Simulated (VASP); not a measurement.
# CdS (I-4m2) in VASP: a series of runs

The runs below take CdS through single point, with r2SCAN.

Everything below comes from runs of VASP 6.6.1. Logs are shortened: lines on timing, memory, paths and dates and some standing lists are left out, and cuts for length are marked.

## 1. The cell of the first run

Symmetry: I-4m2, No. 119, tetragonal system. Conventional cell: a = 4.074 Å, b = 4.074 Å, c = 6.047 Å, α = 90.00°, β = 90.00°, γ = 90.00°. Cd (site symmetry -4m2) has 4 S at 2.54 Å within 3.3 Å. S (site symmetry -4m2) has 4 Cd at 2.54 Å within 3.3 Å.

## 2. Single point, r2SCAN, non-collinear spin, zero start, spin-orbit coupling (epitaxial xy strain -2.0%)

Input file POSCAR:

```
CdS
1.0
    0.0000000000      2.8804305462      3.0234619263
    2.8804305462      0.0000000000      3.0234619263
    2.8804305462      2.8804305462      0.0000000000
Cd S
1 1
Direct
    0.0000000000      0.0000000000      0.0000000000
    0.2500000000      0.2500000000      0.2500000000
```

Input file INCAR.step1:

```
ALGO = Normal
EDIFF = 1E-4
ENCUT = 520
GGA = PE
GGA_COMPAT = False
ISMEAR = -1
LASPH = True
LCHARG = False
LREAL = False
LSORBIT = True
LWAVE = True
MAGMOM = 0 0 0 0 0 0
NBANDS = 30
NELM = 150
PREC = Accurate
SIGMA = 0.02
```

Input file INCAR.step2:

```
ALGO = Normal
EDIFF = 1E-6
ENCUT = 520
GGA_COMPAT = False
ISIF = 2
ISMEAR = -1
ISTART = 1
LASPH = True
LCHARG = False
LMIXTAU = True
LORBIT = 11
LORBMOM = True
LREAL = False
LSORBIT = True
LWAVE = False
MAGMOM = 0 0 0 0 0 0
METAGGA = R2SCAN
NBANDS = 30
NELM = 150
PREC = Accurate
SIGMA = 0.02
```

Input file KPOINTS:

```
k-points
0
Gamma
  8 8 8
```

Potentials or basis: VASP PAW PBE potentials, release 64 (Cd, S).

The run is started by

```sh
cat potpaw_PBE.64/Cd/POTCAR potpaw_PBE.64/S/POTCAR > POTCAR
cp INCAR.step1 INCAR
mpirun -np 1 vasp_ncl > vasp.out
cp INCAR.step2 INCAR
mpirun -np 1 vasp_ncl > vasp.out
```

OUTCAR:

```text
EDIFF = 1E-6
   ENCUT = 520
   ISIF = 2
   ISMEAR = -1
   ISTART = 1
   LASPH = True
   LORBIT = 11
   LREAL = False
   LSORBIT = True
   METAGGA = R2SCAN
   NELM = 150
   PREC = Accurate

 ion  position               nearest neighbor table
   1  0.000  0.000  0.000-   2 2.54   2 2.54   2 2.54   2 2.54
   2  0.250  0.250  0.250-   1 2.54   1 2.54   1 2.54   1 2.54

  LATTYP: Found a body centered tetragonal cell.
 ALAT       =     4.0735439439
 C/A-ratio  =     1.4844381050

  Lattice vectors:

 A1 = (  -2.8804305462,   0.0000000000,   3.0234619263)
 A2 = (   2.8804305462,   0.0000000000,   3.0234619263)
 A3 = (   0.0000000000,   2.8804305462,  -3.0234619263)

Analysis of symmetry for initial positions (statically):
=====================================================================
 Subroutine PRICEL returns:
 Original cell was already a primitive cell.

 Routine SETGRP: Setting up the symmetry group for a
 body centered tetragonal supercell.

 Subroutine GETGRP returns: Found  8 space group operations
 (whereof  8 operations were pure point group operations)
 out of a pool of 16 trial point group operations.

The static configuration has the point symmetry D_2d.

Analysis of symmetry for dynamics (positions and initial velocities):
=====================================================================
 Subroutine PRICEL returns:
 Original cell was already a primitive cell.

 Routine SETGRP: Setting up the symmetry group for a
 body centered tetragonal supercell.

 Subroutine GETGRP returns: Found  8 space group operations
 (whereof  8 operations were pure point group operations)
 out of a pool of 16 trial point group operations.

The dynamic configuration has the point symmetry D_2d.

Analysis of structural, dynamic, and magnetic symmetry:
=====================================================================
 Subroutine PRICEL returns:
 Original cell was already a primitive cell.

 Routine SETGRP: Setting up the symmetry group for a
 body centered tetragonal supercell.

 Subroutine GETGRP returns: Found  8 space group operations
 (whereof  8 operations were pure point group operations)
 out of a pool of 16 trial point group operations.

The overall configuration has the point symmetry D_2d.

 Subroutine INISYM returns: Found  8 space group operations
 (whereof  8 operations are pure point group operations),
 and found     1 'primitive' translations

----------------------------------------------------------------------------------------

                                     Primitive cell

  volume of cell :      50.1706

  direct lattice vectors                    reciprocal lattice vectors
     0.000000000  2.880430546  3.023461926    -0.173585161  0.173585161  0.165373341
     2.880430546  0.000000000  3.023461926     0.173585161 -0.173585161  0.165373341
     2.880430546  2.880430546  0.000000000     0.173585161  0.173585161 -0.165373341

  length of vectors
     4.175907345  4.175907345  4.073543944     0.295993172  0.295993172  0.295993172

  position of ions in fractional coordinates (direct lattice)
     0.000000000  0.000000000  0.000000000
     0.250000000  0.250000000  0.250000000

  ion indices of the primitive-cell ions
   primitive index   ion index
                 1           1
                 2           2

----------------------------------------------------------------------------------------

 KPOINTS: k-points

Automatic generation of k-mesh.
 Grid dimensions read from file:
 generate k-points for:    8    8    8

 Generating k-lattice:

  Cartesian coordinates                     Fractional coordinates (reciprocal lattice)
    -0.021698145  0.021698145  0.020671668     0.125000000  0.000000000  0.000000000
[... 93 lines left out ...]
   NGX = 15   NGY = 15   NGZ = 15

 number of electron      18.0000000 magnetization       0.0000000     -0.0000000     -0.0000000

 number of electron      18.0000000 magnetization      -0.0000000      0.0000000      0.0000000

 Free energy of the ion-electron system (eV)
  ---------------------------------------------------
  ext. energy  EPLUGINS =         0.00000000
  ---------------------------------------------------
  free energy    TOTEN  =       -29.70664387 eV

  energy without entropy =      -29.70664387  energy(sigma->0) =      -29.70664387

 E-fermi :   1.3943     XC(G=0):  -9.6807

 val. band max:        1.0167122814   @ k =   0.0000   0.0000   0.0000
 cond. band min:       2.5135964270   @ k =   0.0000   0.0000   0.0000
 fundamental gap:      1.4968841456
 Fermi energy:         1.3942532274

 k-point     1 :       0.0000    0.0000    0.0000
  band No.  band energies     occupation
      1     -11.8482      1.00000
      2     -11.8482      1.00000
      3      -7.2423      1.00000
      4      -7.2423      1.00000
      5      -7.2264      1.00000
      6      -7.2264      1.00000
[... 781 lines left out ...]
     29      14.2351      0.00000
     30      14.2451      0.00000

 [... further k-points ...]

------------------------ aborting loop because EDIFF is reached ----------------------------------------

  FORCE on cell =-STRESS in cart. coord.  units (eV):
  Direction    XX          YY          ZZ          XY          YZ          ZX
  --------------------------------------------------------------------------------------
  -------------------------------------------------------------------------------------
  Total        0.3965575      0.3965575      0.0947673      0.0000000      0.0000000      0.0000000
  in kB       12.6638980     12.6638980      3.0263552      0.0000000      0.0000000      0.0000000
  external PRESSURE =       9.4513837 kB  Pullay stress =       0.0000000 kB

 VOLUME and BASIS-vectors are now :
 -----------------------------------------------------------------------------
  energy-cutoff  :      520.00
  volume of cell :       50.17
      direct lattice vectors                 reciprocal lattice vectors
     0.000000000  2.880430546  3.023461926    -0.173585161  0.173585161  0.165373341
     2.880430546  0.000000000  3.023461926     0.173585161 -0.173585161  0.165373341
     2.880430546  2.880430546  0.000000000     0.173585161  0.173585161 -0.165373341

 POSITION                                       TOTAL-FORCE (eV/Angst)
 -----------------------------------------------------------------------------------
      0.00000      0.00000      0.00000         0.000000      0.000000      0.000000
      1.44022      1.44022      1.51173        -0.000000     -0.000000     -0.000000
 -----------------------------------------------------------------------------------
    total drift:                               -0.000050     -0.000050     -0.000028

  FREE ENERGIE OF THE ION-ELECTRON SYSTEM (eV)
  ---------------------------------------------------
  free  energy   TOTEN  =       -29.7066438669 eV

  energy  without entropy=      -29.7066438669  energy(sigma->0) =      -29.70664387

 orbital moment (x)

 # of ion     p       d       tot
 ----------------------------------------
  1         0.000   0.000   0.000
  2        -0.000   0.000  -0.000
 ----------------------------------------
            0.000   0.000   0.000

 orbital moment (y)

 # of ion     p       d       tot
 ----------------------------------------
  1        -0.000  -0.000  -0.000
  2        -0.000   0.000  -0.000
 ----------------------------------------
           -0.000  -0.000  -0.000

 orbital moment (z)

 # of ion     p       d       tot
 ----------------------------------------
  1         0.000   0.000   0.000
  2         0.000   0.000   0.000
 ----------------------------------------
            0.000   0.000   0.000

 Spin-Orbit-Coupling matrix elements

 Ion:    1  E_soc:     -0.0541751
 l=   1
     0.0000000    -0.0022259    -0.0021932
    -0.0022259     0.0000000    -0.0022259
    -0.0021932    -0.0022259     0.0000000
 l=   2
     0.0000000    -0.0013911     0.0000000    -0.0013911    -0.0054232
    -0.0013911     0.0000000    -0.0040670    -0.0013937    -0.0013547
     0.0000000    -0.0040670     0.0000000    -0.0040670     0.0000000
    -0.0013911    -0.0013937    -0.0040670     0.0000000    -0.0013547
    -0.0054232    -0.0013547     0.0000000    -0.0013547     0.0000000
 l=   3
     0.0000000     0.0000000     0.0000000     0.0000000     0.0000000     0.0000000     0.0000000
     0.0000000     0.0000000     0.0000000     0.0000000     0.0000000     0.0000000     0.0000000
     0.0000000     0.0000000     0.0000000     0.0000000     0.0000000     0.0000000     0.0000000
     0.0000000     0.0000000     0.0000000     0.0000000     0.0000000     0.0000000     0.0000000
     0.0000000     0.0000000     0.0000000     0.0000000     0.0000000     0.0000000     0.0000000
     0.0000000     0.0000000     0.0000000     0.0000000     0.0000000     0.0000000     0.0000000
     0.0000000     0.0000000     0.0000000     0.0000000     0.0000000     0.0000000     0.0000000

 Ion:    2  E_soc:     -0.0019605
 l=   1
     0.0000000    -0.0003256    -0.0003290
    -0.0003256     0.0000000    -0.0003256
    -0.0003290    -0.0003256     0.0000000
 l=   2
     0.0000000     0.0000000     0.0000000     0.0000000     0.0000000
     0.0000000     0.0000000     0.0000000     0.0000000     0.0000000
     0.0000000     0.0000000     0.0000000     0.0000000     0.0000000
     0.0000000     0.0000000     0.0000000     0.0000000     0.0000000
     0.0000000     0.0000000     0.0000000     0.0000000     0.0000000
 l=   3
     0.0000000     0.0000000     0.0000000     0.0000000     0.0000000     0.0000000     0.0000000
     0.0000000     0.0000000     0.0000000     0.0000000     0.0000000     0.0000000     0.0000000
     0.0000000     0.0000000     0.0000000     0.0000000     0.0000000     0.0000000     0.0000000
     0.0000000     0.0000000     0.0000000     0.0000000     0.0000000     0.0000000     0.0000000
     0.0000000     0.0000000     0.0000000     0.0000000     0.0000000     0.0000000     0.0000000
     0.0000000     0.0000000     0.0000000     0.0000000     0.0000000     0.0000000     0.0000000
     0.0000000     0.0000000     0.0000000     0.0000000     0.0000000     0.0000000     0.0000000

 total charge

# of ion       s       p       d       tot
------------------------------------------
    1        0.404   0.314   9.581  10.300
    2        1.311   2.427   0.000   3.738
--------------------------------------------------
tot          1.715   2.742   9.581  14.038

 magnetization (x)

# of ion       s       p       d       tot
------------------------------------------
    1        0.000   0.000   0.000   0.000
    2        0.000   0.000   0.000   0.000
--------------------------------------------------
tot          0.000   0.000   0.000   0.000

 magnetization (y)

# of ion       s       p       d       tot
------------------------------------------
    1        0.000  -0.000   0.000  -0.000
    2       -0.000   0.000   0.000  -0.000
--------------------------------------------------
tot         -0.000  -0.000   0.000  -0.000

 magnetization (z)

# of ion       s       p       d       tot
------------------------------------------
    1       -0.000  -0.000  -0.000  -0.000
    2       -0.000  -0.000   0.000  -0.000
--------------------------------------------------
tot         -0.000  -0.000  -0.000  -0.000
```

Run time: 53 min. Hardware: 1 thread of Oxide Virtual Turin-like, shared host; peak memory 0.44 GiB.

What came out:

* Free energy: -29.7066 eV
* Pressure: 0.9 GPa
* Net moment: 0.00 μB per cell
* Valence electrons inside the program's atomic spheres: Cd 10.30; S 3.74

Moments on the atoms (μB; x, y, z):
```
Cd  0.00 0.00 0.00
S   0.00 0.00 0.00
```

Caveat: the cell differs from its parent crystal (epitaxial xy strain -2.0%); the structure was generated, so it needn't be the stable form of CdS; the PAW data sets were made with another functional, which shifts forces and pressure a little.

[end of part 1 of 2]
